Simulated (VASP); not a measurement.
Here is a VASP 6.6.1 calculation.

INCAR

```
PREC = Accurate
ENCUT = 520
EDIFF = 1E-8
ISMEAR = -1
SIGMA = 0.05
LREAL = F
LASPH = T
NELM = 100
ALGO = Normal
ISIF = 2
LWAVE = F
LCHARG = F
GGA = PS
LEFG = T
NBANDS = 15
```

The input KPOINTS:

```
regular mesh
0
Gamma
  13 13 11
```

The input POSCAR:

```
HfB2
1.0
    3.1400001005      0.0000000000      0.0000000000
   -1.5700000503      2.7193198549      0.0000000000
    0.0000000000      0.0000000000      3.3756000000
Hf B
1 2
Direct
    0.0000000000      0.0000000000      0.0000000000
    0.3333333333      0.6666666667      0.5000000000
    0.6666666667      0.3333333333      0.5000000000
```

Potentials or basis: VASP PAW PBE potentials, release 64 (Hf_pv, B).

Command:

```console
$ cat potpaw_PBE.64/Hf_pv/POTCAR potpaw_PBE.64/B/POTCAR > POTCAR
$ mpirun -np 1 vasp_std > vasp.out
```

Question: What does it give for the band gap on the k mesh?

Answer: Zero (band 8 reaches 8.53 eV, above the bottom of band 9 at 7.41 eV).

Question: What does it give for the pressure?

Answer: 3.1 GPa.

Electric field gradients, principal values (V/Å²):
```tsv
atom	least	middle	greatest (by size)
1 Hf	-34.990	-34.990	69.981
2 B	-0.035	-0.035	0.070
3 B	-0.035	-0.035	0.070
```

Caveat: the cell differs from its parent crystal (zz strain of -3 %); without QUAD_EFG the Cq values of the log hold for a quadrupole moment of 1 mb, not for the nuclei; the PAW data sets were made with another functional, which shifts forces and pressure a little; spin-orbit coupling is left out, which moves the levels of the heavy elements.
